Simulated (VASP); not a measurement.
# HfO2 (Fm-3m) in VASP: notebook, part 2 of 2

VASP 6.6.1. Earlier steps stand in the parts before.

## 4. Relaxation of cell and atoms, PBE, target pressure 25 GPa, at which the enthalpy is minimised

This run uses another cell than the first one: it holds 3 atoms, not 9.

INCAR

```
SYSTEM = HfO2
PREC     = Accurate       ! precision mode
ENCUT    = 600            ! plane-wave cutoff, eV
EDIFF    = 1E-6           ! SCF threshold, eV
ISMEAR   = 0              ! smearing method
SIGMA    = 0.01           ! smearing width, eV
LREAL    = .False.        ! projectors in reciprocal space
LASPH    = .True.         ! aspherical terms in the spheres
NELM     = 60             ! most SCF steps
ALGO     = Normal         ! electronic algorithm
ISIF     = 3              ! what is computed and relaxed
LWAVE    = .False.        ! write WAVECAR
LCHARG   = .False.        ! write CHGCAR
GGA      = PE             ! functional
IBRION   = 2              ! ionic algorithm
NSW      = 80             ! ionic steps
EDIFFG   = -0.001         ! ionic threshold
PSTRESS  = 250.0
```

KPOINTS

```
Automatic mesh
0
Gamma
  8 8 8
  0 0 0
```

POSCAR

```
HfO2
1.0
    0.0000000000      2.5488057610      2.5488057610
    2.5488057610      0.0000000000      2.5488057610
    2.5488057610      2.5488057610      0.0000000000
Hf O
1 2
Direct
    0.0000000000      0.0000000000      0.0000000000
    0.2500000000      0.2500000000      0.2500000000
    0.7500000000      0.7500000000      0.7500000000
```

Launch:

```sh
$ cat potpaw_PBE.64/Hf_pv/POTCAR potpaw_PBE.64/O/POTCAR > POTCAR
$ mpirun -np 1 vasp_std > vasp.out
```

Run time: 2.2 min. Hardware: 1 thread of Intel Xeon 8259CL, shared host; peak memory 0.19 GiB.

Results (log left out):

* Free energy: -30.0670 eV
* Relaxed volume: 10.00 Å³/atom
* Relaxed cell: a = 3.488 Å, b = 3.488 Å, c = 3.488 Å, α = 60.00°, β = 60.00°, γ = 60.00°
* Space group after relaxing (to 0.1 Å): Fm-3m (No. 225)
* Energy change on relaxing (the run minimises the enthalpy): +60.6 meV/atom
* Ionic steps: 7
* Pressure after relaxing: 25.0 GPa
* Band gap on the k mesh: 4.03 eV

Step by step:
```csv
step,energy change (eV),largest force (eV/Å),pressure (GPa),volume (Å³)
1,0.0000,0.0000,-3.87,33.12
2,2.6226,0.0000,133.36,24.47
3,0.1511,0.0000,22.61,30.20
4,0.1749,0.0000,24.48,30.04
5,0.1841,0.0000,25.18,29.98
6,0.1775,0.0000,24.68,30.02
7,0.1817,0.0000,25.00,30.00
```

Final structure:
```xyz
3
Lattice="0.0000 2.4661 2.4661 2.4661 0.0000 2.4661 2.4661 2.4661 0.0000" Properties=species:S:1:pos:R:3 pbc="T T T"
Hf    0.0000    0.0000    0.0000
O     1.2331    1.2331    1.2331
O     3.6992    3.6992    3.6992
```

Levels at points of the mesh, in eV from the valence-band top:
| k point | band 9 | band 10 | band 11 | band 12 | band 13 | band 14 |
| --- | --- | --- | --- | --- | --- | --- |
| (0.00, 0.00, 0.00) | -0.65 | -0.65 | -0.65 | 4.07 | 4.07 | 6.51 |
| (0.50, 0.00, 0.00) | -2.91 | -1.92 | -1.92 | 4.92 | 4.92 | 7.80 |
| (0.50, 0.50, 0.00) | -1.67 | -1.67 | 0.00 | 4.03 | 5.95 | 7.43 |

Caveat: the cell is relaxed towards a set pressure, so the run minimises the enthalpy, not the energy; spin-orbit coupling is left out, which moves the levels of the heavy elements. A k mesh can miss the band edges.

## 5. Single point, PBE

This run uses another cell than the first one: it holds 3 atoms, not 9.

INCAR

```
PREC     = Accurate       # precision mode
ENCUT    = 520            # plane-wave cutoff, eV
EDIFF    = 1E-7           # SCF threshold, eV
ISMEAR   = 0              # smearing method
SIGMA    = 0.01           # smearing width, eV
LREAL    = False          # projectors in reciprocal space
LASPH    = True           # aspherical terms in the spheres
NELM     = 80             # most SCF steps
ALGO     = Normal         # electronic algorithm
ISIF     = 2              # what is computed and relaxed
LWAVE    = False          # write WAVECAR
LCHARG   = False          # write CHGCAR
GGA      = PE             # functional
NBANDS   = 18             # bands
```

KPOINTS

```
regular mesh
0
Gamma
  8 8 8
```

POSCAR

```
HfO2
1.0
    0.0000000000      2.5291489567      2.5291489567
    2.5291489567      0.0000000000      2.5291489567
    2.5291489567      2.5291489567      0.0000000000
Hf O
1 2
Direct
    0.0000000000      0.0000000000      0.0000000000
    0.2500000000      0.2500000000      0.2500000000
    0.7500000000      0.7500000000      0.7500000000
```

Launch:

```sh
$ cat potpaw_PBE.64/Hf_pv/POTCAR potpaw_PBE.64/O/POTCAR > POTCAR
$ mpirun -np 1 vasp_std > vasp.out
```

It took 28 s on 1 thread of Intel Xeon 8259CL, shared host; peak memory 0.16 GiB.

It converged, with:

* Free energy: -30.2460 eV
* Pressure: 2.1 GPa
* Band gap on the k mesh: 3.82 eV

Levels at points of the mesh, in eV from the valence-band top:
```
           k point  band 9  band 10  band 11  band 12  band 13  band 14
(0.00, 0.00, 0.00)   -0.61    -0.61    -0.61     3.90     3.90     5.89
(0.50, 0.00, 0.00)   -2.74    -1.84    -1.84     4.63     4.63     7.05
(0.50, 0.50, 0.00)   -1.54    -1.54     0.00     3.82     5.54     6.70
```

Caveat: spin-orbit coupling is left out, which moves the levels of the heavy elements. A k mesh can miss the band edges.

## 6. Relaxation of cell and atoms, PBE, target pressure 6 GPa, at which the enthalpy is minimised

This run uses another cell than the first one: it holds 3 atoms, not 9.

INCAR

```
SYSTEM = HfO2
PREC = Accurate
ENCUT = 600
EDIFF = 1E-6
ISMEAR = 0
SIGMA = 0.01
LREAL = .False.
LASPH = .True.
NELM = 100
ALGO = Normal
ISIF = 3
LWAVE = .False.
LCHARG = .False.
GGA = PE
IBRION = 2
NSW = 80
EDIFFG = -0.001
PSTRESS = 60.0
```

KPOINTS

```
regular mesh
0
Gamma
  8 8 8
  0 0 0
```

POSCAR

```
HfO2
1.0
    0.0000000000      2.5488057613      2.5488057613
    2.5488057613      0.0000000000      2.5488057613
    2.5488057613      2.5488057613      0.0000000000
Hf O
1 2
Direct
    0.0000000000      0.0000000000      0.0000000000
    0.2500000000      0.2500000000      0.2500000000
    0.7500000000      0.7500000000      0.7500000000
```

Potentials or basis: VASP PAW PBE potentials, release 64 (Hf_pv, O).

Launch:

```sh
$ cat potpaw_PBE.64/Hf_pv/POTCAR potpaw_PBE.64/O/POTCAR > POTCAR
$ mpirun -np 1 vasp_std > vasp.out
```

It took 1.9 min on 1 thread of Intel Xeon 8259CL, shared host; peak memory 0.18 GiB.

Results (log left out):

```yaml
Free_energy: -30.2416 eV
Relaxed_volume: 10.62 Å³/atom
Relaxed_cell: a = 3.558 Å, b = 3.558 Å, c = 3.558 Å, α = 60.00°, β = 60.00°, γ = 60.00°
Space_group_after_relaxing_to_0.1_Å: Fm-3m (No. 225)
Energy_change_on_relaxing_the_run_minimises_the_enthalpy: +2.3 meV/atom
Ionic_steps: 7
Pressure_after_relaxing: 6.0 GPa
Band_gap_on_the_k_mesh: 3.86 eV
```

Step by step:
```csv
step,energy change (eV),largest force (eV/Å),pressure (GPa),volume (Å³)
1,0.0000,0.0000,-3.87,33.12
2,0.1871,0.0000,25.42,29.96
3,0.0062,0.0000,5.90,31.88
4,0.0071,0.0000,6.03,31.86
5,0.0068,0.0000,5.96,31.87
6,0.0070,0.0000,5.97,31.86
7,0.0070,0.0000,6.00,31.86
```

Final structure:
```
Hf O
1.0
     0.00000    2.51616    2.51616
     2.51616    0.00000    2.51616
     2.51616    2.51616    0.00000
Hf O
1 2
Direct
  0.00000 0.00000 0.00000
  0.25000 0.25000 0.25000
  0.75000 0.75000 0.75000
```

Levels at points of the mesh, in eV from the valence-band top:
```
           k point  band 9  band 10  band 11  band 12  band 13  band 14
(0.00, 0.00, 0.00)   -0.62    -0.62    -0.62     3.94     3.94     6.02
(0.50, 0.00, 0.00)   -2.78    -1.86    -1.86     4.69     4.69     7.20
(0.50, 0.50, 0.00)   -1.56    -1.56     0.00     3.86     5.63     6.84
```

Caveat: the cell is relaxed towards a set pressure, so the run minimises the enthalpy, not the energy; spin-orbit coupling is left out, which moves the levels of the heavy elements. A k mesh can miss the band edges.

## 7. Overview

```csv
task,cell,k mesh,cutoff (eV),smearing,gap on the mesh (eV),pressure (GPa)
single point,"a = 3.605, b = 3.605, c = 8.829 Å, angles 90.0, 90.0, 120.0°, 9 atoms, atomic positions A",6 × 6 × 4,600,gaussian 0.05 eV,3.76,-3.9
single point,"a = 3.504 Å, angles 60.0°, 3 atoms, atomic positions B",8 × 8 × 8,520,gaussian 0.01 eV,3.99,20.6
relaxation of cell and atoms,"relaxed to 25 GPa from a = 3.605 Å, angles 60.0°, 3 atoms, atomic positions B",8 × 8 × 8,600,gaussian 0.01 eV,4.03,25.0
single point,"a = 3.577 Å, angles 60.0°, 3 atoms, atomic positions B",8 × 8 × 8,520,gaussian 0.01 eV,3.82,2.1
relaxation of cell and atoms,"relaxed to 6 GPa from a = 3.605 Å, angles 60.0°, 3 atoms, atomic positions B",8 × 8 × 8,600,gaussian 0.01 eV,3.86,6.0
```

Alike in all rows: level PBE; potentials or basis VASP PAW PBE potentials, release 64 (Hf_pv, O); no spin polarisation.

Caveats: spin-orbit coupling is left out, which moves the levels of the heavy elements; the cell is relaxed towards a set pressure, so the run minimises the enthalpy, not the energy (at least some runs); the cell stands under tension (at least some runs); the cell stands under pressure (at least some runs).

Absolute energies hang on the potentials; compare differences alone.
